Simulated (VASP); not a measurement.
# BiP (P6/mmm) in VASP: further runs

The runs below take BiP through single point, with PBE.

All numbers are computed with VASP 6.6.1; they aren't measurements. Logs are shortened: lines on timing, memory, paths and dates and some standing lists are left out, and cuts for length are marked.

## Step 1: The cell of the first run

The structure is hexagonal, space group P6/mmm (No. 191). The conventional cell has a = 3.765 Å, b = 3.765 Å, c = 4.361 Å, α = 90.00°, β = 90.00°, γ = 120.00°. Bi (site symmetry 6/mmm) has 2 P at 2.18 Å within 2.9 Å. P (site symmetry 6/mmm) has 2 Bi at 2.18 Å within 2.9 Å.

## Step 2: Single point, PBE (26.76 Å³/atom)

File INCAR:

```
SYSTEM = BiP
  PREC = Accurate
  ENCUT = 500
  EDIFF = 1E-6
  ISMEAR = -1
  SIGMA = 0.05
  LREAL = .False.
  LASPH = .True.
  NELM = 120
  ALGO = Normal
  ISIF = 2
  LWAVE = .False.
  LCHARG = .False.
  GGA = PE
  NBANDS = 17
  GGA_COMPAT = .False.
```

File KPOINTS:

```
Automatic mesh
0
Gamma
  8 8 6
  0 0 0
```

File POSCAR:

```
BiP
1.0
    3.7645530794      0.0000000000      0.0000000000
   -1.8822765397      3.2601985951      0.0000000000
    0.0000000000      0.0000000000      4.3609820066
Bi P
1 1
Direct
    0.0000000000      0.0000000000      0.5000000000
    0.0000000000      0.0000000000      0.0000000000
```

Potentials or basis: VASP PAW PBE potentials, release 64 (Bi_d, P).

Started as:

```sh
$ cat potpaw_PBE.64/Bi_d/POTCAR potpaw_PBE.64/P/POTCAR > POTCAR
$ mpirun -np 1 vasp_std > vasp.out
```

OUTCAR:

```text
SYSTEM = BiP
   PREC = Accurate
   ENCUT = 500
   EDIFF = 1E-6
   ISMEAR = -1
   LREAL = .False.
   LASPH = .True.
   NELM = 120
   ISIF = 2
   GGA = PE

 ion  position               nearest neighbor table
   1  0.000  0.000  0.500-   2 2.18   2 2.18
   2  0.000  0.000  0.000-   1 2.18   1 2.18

  LATTYP: Found a hexagonal cell.
 ALAT       =     3.7645530794
 C/A-ratio  =     1.1584328643

  Lattice vectors:

 A1 = (   3.7645530794,   0.0000000000,   0.0000000000)
 A2 = (  -1.8822765397,   3.2601985951,   0.0000000000)
 A3 = (   0.0000000000,   0.0000000000,   4.3609820066)

Analysis of symmetry for initial positions (statically):
=====================================================================
 Subroutine PRICEL returns:
 Original cell was already a primitive cell.

 Routine SETGRP: Setting up the symmetry group for a
 hexagonal supercell.

 Subroutine GETGRP returns: Found 24 space group operations
 (whereof 24 operations were pure point group operations)
 out of a pool of 24 trial point group operations.

The static configuration has the point symmetry D_6h.

Analysis of symmetry for dynamics (positions and initial velocities):
=====================================================================
 Subroutine PRICEL returns:
 Original cell was already a primitive cell.

 Routine SETGRP: Setting up the symmetry group for a
 hexagonal supercell.

 Subroutine GETGRP returns: Found 24 space group operations
 (whereof 24 operations were pure point group operations)
 out of a pool of 24 trial point group operations.

The dynamic configuration has the point symmetry D_6h.

 Subroutine INISYM returns: Found 24 space group operations
 (whereof 24 operations are pure point group operations),
 and found     1 'primitive' translations

----------------------------------------------------------------------------------------

                                     Primitive cell

  volume of cell :      53.5232

  direct lattice vectors                    reciprocal lattice vectors
     3.764553079  0.000000000  0.000000000     0.265635782  0.153364890  0.000000000
    -1.882276540  3.260198595  0.000000000     0.000000000  0.306729781  0.000000000
     0.000000000  0.000000000  4.360982007     0.000000000  0.000000000  0.229306151

  length of vectors
[... 71 lines left out ...]
   NGXF,Y,Z  is equivalent  to a cutoff of  24.73, 24.73, 24.40 a.u.
 SYSTEM =  BiP
   PREC   = accura    normal or accurate (medium, high low for compatibility)
   ISTART =      0    job   : 0-new  1-cont  2-samecut
   ICHARG =      2    charge: 1-file 2-atom 10-const
   ISPIN  =      1    spin polarized calculation?
   LNONCOLLINEAR =      F non collinear calculations
   LSORBIT =      F    spin-orbit coupling
   LASPH  =      T    aspherical Exc in radial PAW
   ENCUT  =  500.0 eV  36.75 Ry    6.06 a.u.   6.86  6.86  7.95*2*pi/ulx,y,z
   NELM   =    120;   NELMIN=  2; NELMDL= -5     # of ELM steps
   EDIFF  = 0.1E-05   stopping-criterion for ELM
   LREAL  =      F    real-space projection
   EDIFFG = 0.1E-04   stopping-criterion for IOM
   NSW    =      0    number of steps for IOM
   IBRION =     -1    ionic relax: 0-MD 1-quasi-New 2-CG
   NFREE  =      0    steps in history (QN), initial steepest desc. (CG)
   ISIF   =      2    stress and relaxation
   ISYM   =      2    0-nonsym 1-usesym 2-fastsym
   POTIM  = 0.5000    time-step for ionic-motion
   TEBEG  =    0.0;   TEEND  =   0.0 temperature during run
   PSTRESS=    0.0 pullay stress
   NELECT =      20.0000    total number of electrons
   NUPDOWN=      -1.0000    fix difference up-down
   EMIN   =  10.00;   EMAX   =-10.00  energy-range for DOS
   EFERMI =   0.00;   METHOD = LEGACY
   ISMEAR =    -1;   SIGMA  =   0.05  broadening in eV -4-tet -1-fermi 0-gaus
   EFERMI_NEDOS =   21; number of points for ismear=-14 and -15
   IALGO  =     38    algorithm
   IMIX   =      4    mixing-type and parameters
     AMIX     =   0.40;   BMIX     =  1.00
     AMIX_MAG =   1.60;   BMIX_MAG =  1.00
  volume/ion in A,a.u.               =      26.76       180.60
  Fermi-wavevector in a.u.,A,eV,Ry     =   1.179155  2.228280 18.917630  1.390407
  Thomas-Fermi vector in A             =   2.315471
   LORBIT       =      0    0 simple, 1 ext, 2 COOP (PROOUT), +10 PAW based schemes
   GGA     = PE    functional components
   LHFCALC =     F    Hartree Fock is set to
   AEXX    =    0.0000 exact exchange contribution
   IVDW    =     0    specifies the selected vdW correction
   LEPSILON=     F    determine dielectric tensor
   LRPA    =     F    only Hartree local field effects (RPA)
 non-spin polarized calculation
  energy-cutoff  :      500.00
  volume of cell :       53.52
 maximum number of plane-waves:      1376
 NGX is ok and might be reduce to    28
   NGX = 13   NGY = 13   NGZ = 15

 number of electron      19.9999993 magnetization

 Free energy of the ion-electron system (eV)
  ---------------------------------------------------
  ext. energy  EPLUGINS =         0.00000000
  ---------------------------------------------------
  free energy    TOTEN  =        -5.23624846 eV

  energy without entropy =       -5.22939144  energy(sigma->0) =       -5.23281995

 E-fermi :   6.2586     XC(G=0):  -9.5990

 val. band max:        6.2172503543   @ k =   0.1250   0.1250   0.5000
 cond. band min:       6.2592413346   @ k =   0.2500  -0.0000   0.5000
 fundamental gap:      0.0419909803
 Fermi energy:         6.2586278212

 k-point     1 :       0.0000    0.0000    0.0000
  band No.  band energies     occupation
      1     -17.8347      2.00000
      2     -17.1740      2.00000
      3     -17.1740      2.00000
      4     -17.0718      2.00000
      5     -17.0718      2.00000
      6      -8.4082      2.00000
[... 457 lines left out ...]
      4     -17.0746      2.00000
      5     -17.0157      2.00000
      6      -6.8193      2.00000
[... 9 lines left out ...]
     16      15.7665      0.00000
     17      17.5127      0.00000

 [... further k-points ...]
[... 5 lines left out ...]
  --------------------------------------------------------------------------------------
  -------------------------------------------------------------------------------------
  Total        1.1327414      1.1327414     25.2605254      0.0000000      0.0000000      0.0000000
  in kB       33.9077973     33.9077971    756.1556217      0.0000000      0.0000000      0.0000000
  external PRESSURE =     274.6570720 kB  Pullay stress =       0.0000000 kB

 VOLUME and BASIS-vectors are now :
 -----------------------------------------------------------------------------
  energy-cutoff  :      500.00
  volume of cell :       53.52
      direct lattice vectors                 reciprocal lattice vectors
     3.764553079  0.000000000  0.000000000     0.265635782  0.153364890  0.000000000
    -1.882276540  3.260198595  0.000000000     0.000000000  0.306729781  0.000000000
     0.000000000  0.000000000  4.360982007     0.000000000  0.000000000  0.229306151

 POSITION                                       TOTAL-FORCE (eV/Angst)
 -----------------------------------------------------------------------------------
      0.00000      0.00000      2.18049        -0.000000      0.000000      0.000000
      0.00000      0.00000      0.00000         0.000000      0.000000      0.000000
 -----------------------------------------------------------------------------------
    total drift:                               -0.000000     -0.000000      0.000000

  FREE ENERGIE OF THE ION-ELECTRON SYSTEM (eV)
  ---------------------------------------------------
  free  energy   TOTEN  =        -5.2362484585 eV

  energy  without entropy=       -5.2293914352  energy(sigma->0) =       -5.23281995
```

OSZICAR:

```text
N       E                     dE             d eps       ncg     rms          rms(c)
DAV:   1     0.154772078390E+03    0.15477E+03   -0.10152E+04  1360   0.123E+03
DAV:   2     0.539113894461E+01   -0.14938E+03   -0.14505E+03  1438   0.325E+02
DAV:   3    -0.558891368396E+01   -0.10980E+02   -0.10914E+02  1774   0.922E+01
DAV:   4    -0.585575577735E+01   -0.26684E+00   -0.26667E+00  1708   0.154E+01
DAV:   5    -0.586506991335E+01   -0.93141E-02   -0.93136E-02  1916   0.266E+00    0.606E+00
DAV:   6    -0.525701147731E+01    0.60806E+00   -0.18504E+00  1795   0.874E+00    0.345E+00
DAV:   7    -0.524453654601E+01    0.12475E-01   -0.17534E-01  1531   0.222E+00    0.208E+00
DAV:   8    -0.523749536303E+01    0.70412E-02   -0.31330E-02  1872   0.116E+00    0.176E-01
DAV:   9    -0.523631922776E+01    0.11761E-02   -0.90973E-03  1757   0.647E-01    0.666E-02
DAV:  10    -0.523623934348E+01    0.79884E-04   -0.88523E-04  1587   0.168E-01    0.518E-02
DAV:  11    -0.523624835676E+01   -0.90133E-05   -0.94154E-05  1692   0.575E-02    0.242E-02
DAV:  12    -0.523624845850E+01   -0.10174E-06   -0.71852E-06  1943   0.257E-02
   1 F= -.52362485E+01 E0= -.52328199E+01  d E =-.685702E-02
```

Wall time 20 s (1 thread of Intel Xeon Platinum 8375C at 2.90GHz (Ice Lake), shared host); peak memory 0.18 GiB.

Results:

* Free energy: -5.2362 eV
* Pressure: 27.5 GPa
* Band gap on the k mesh: zero (bands 10 and 11 overlap by 3.55 eV)

Stress tensor (GPa, compression positive):
```
 3.39  0.00  0.00
 0.00  3.39  0.00
 0.00  0.00 75.62
```

Caveat: the stress differs along the axes, from 3 to 76 GPa; spin-orbit coupling is left out, which moves the levels of the heavy elements; this functional lacks dispersion, which binds layers or chains, so the pressure and a relaxed spacing across them are unreliable.

## Step 3: Single point, PBE (27.33 Å³/atom)

This run uses another cell than the first one, of 27.33 Å³/atom.

File INCAR:

```
PREC = Accurate
ENCUT = 500
EDIFF = 1E-6
ISMEAR = -1
SIGMA = 0.05
LREAL = False
LASPH = True
NELM = 120
ALGO = Normal
ISIF = 2
LWAVE = False
LCHARG = False
GGA = PE
NBANDS = 17
GGA_COMPAT = False
```

File KPOINTS:

```
regular mesh
0
Gamma
  8 8 6
```

File POSCAR:

```
BiP
1.0
    3.7910648901      0.0000000000      0.0000000000
   -1.8955324451      3.2831584966      0.0000000000
    0.0000000000      0.0000000000      4.3916941594
Bi P
1 1
Direct
    0.0000000000      0.0000000000      0.5000000000
    0.0000000000      0.0000000000      0.0000000000
```

Potentials or basis: VASP PAW PBE potentials, release 64 (Bi_d, P).

Started as:

```sh
$ cat potpaw_PBE.64/Bi_d/POTCAR potpaw_PBE.64/P/POTCAR > POTCAR
$ mpirun -np 1 vasp_std > vasp.out
```

Run time: 20 s. Hardware: 1 thread of Intel Xeon Platinum 8375C at 2.90GHz (Ice Lake), shared host; peak memory 0.18 GiB.

It converged, with:

```yaml
Free_energy: -5.4213 eV
Pressure: 24.6 GPa
Band_gap_on_the_k_mesh: zero (bands 10 and 11 overlap by 3.46 eV)
```

Stress tensor (GPa, compression positive):
```
 2.94  0.00  0.00
 0.00  2.94  0.00
 0.00  0.00 68.05
```

Levels at points of the mesh, in eV from the Fermi level:
```csv
k point,band 7,band 8,band 9,band 10,band 11,band 12,band 13,band 14
"(0.00, 0.00, 0.00)",-6.58,-5.67,-1.33,-1.33,3.67,5.65,5.65,7.42
"(0.50, 0.00, 0.00)",-6.04,-5.41,-4.58,-2.28,0.94,3.71,4.23,5.02
"(0.00, 0.00, 0.50)",-12.02,0.40,0.40,1.79,1.79,3.12,4.13,5.11
"(0.50, 0.00, 0.50)",-11.36,-3.63,-2.88,-0.35,0.35,4.27,4.92,5.84
```

Caveat: the stress differs along the axes, from 3 to 68 GPa; spin-orbit coupling is left out, which moves the levels of the heavy elements; this functional lacks dispersion, which binds layers or chains, so the pressure and a relaxed spacing across them are unreliable.

The gap in the log of VASP goes by the Fermi energy; the results here count the filled bands.